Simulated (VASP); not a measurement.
Here is a VASP 6.6.1 calculation.

Contents of INCAR:

```
ALGO = Normal
EDIFF = 1E-6
ENCUT = 520
GGA = PE
ISIF = 2
ISMEAR = 0
LASPH = T
LCHARG = F
LREAL = F
LWAVE = F
NBANDS = 41
NELM = 100
PREC = Accurate
SIGMA = 0.02
```

Contents of KPOINTS:

```
k-points
0
Gamma
  6 6 2
```

POSCAR

```
Mg5CdSe6
1.0
    4.2700588000      0.0000000000      0.0000000000
    0.0000000000      4.2700588000      0.0000000000
    0.0000000000      0.0000000000     18.0273042000
Mg Cd Se
5 1 6
Direct
    0.0000000000      0.0000000000      0.6645890000
    0.5000000000      0.5000000000      0.8292230000
    0.5000000000      0.5000000000      0.1707770000
    0.0000000000      0.0000000000      0.3354110000
    0.5000000000      0.5000000000      0.5000000000
    0.0000000000      0.0000000000      0.0000000000
    0.5000000000      0.0000000000      0.7469050000
    0.0000000000      0.5000000000      0.9108540000
    0.5000000000      0.0000000000      0.0891460000
    0.0000000000      0.5000000000      0.2530950000
    0.5000000000      0.0000000000      0.4177070000
    0.0000000000      0.5000000000      0.5822930000
```

Potentials or basis: VASP PAW PBE potentials, release 64 (Mg, Cd, Se).

Command:

```sh
$ cat potpaw_PBE.64/Mg/POTCAR potpaw_PBE.64/Cd/POTCAR potpaw_PBE.64/Se/POTCAR > POTCAR
$ mpirun -np 1 vasp_std > vasp.out
```

**Question.** Estimate the largest force.

**Answer.** 0.034 eV/Å.

**Question.** Predict the pressure.

**Answer.** 0.0 GPa.

Forces in eV/Å, atoms in the order of the input:
```
Mg   0.000  0.000  0.000
Mg   0.000  0.000  0.001
Mg   0.000  0.000 -0.001
Mg   0.000  0.000  0.000
Mg   0.000  0.000  0.000
Cd   0.000  0.000  0.000
Se   0.000  0.000  0.000
Se   0.000  0.000 -0.034
Se   0.000  0.000  0.034
Se   0.000  0.000  0.000
Se   0.000  0.000  0.000
Se   0.000  0.000  0.000
```
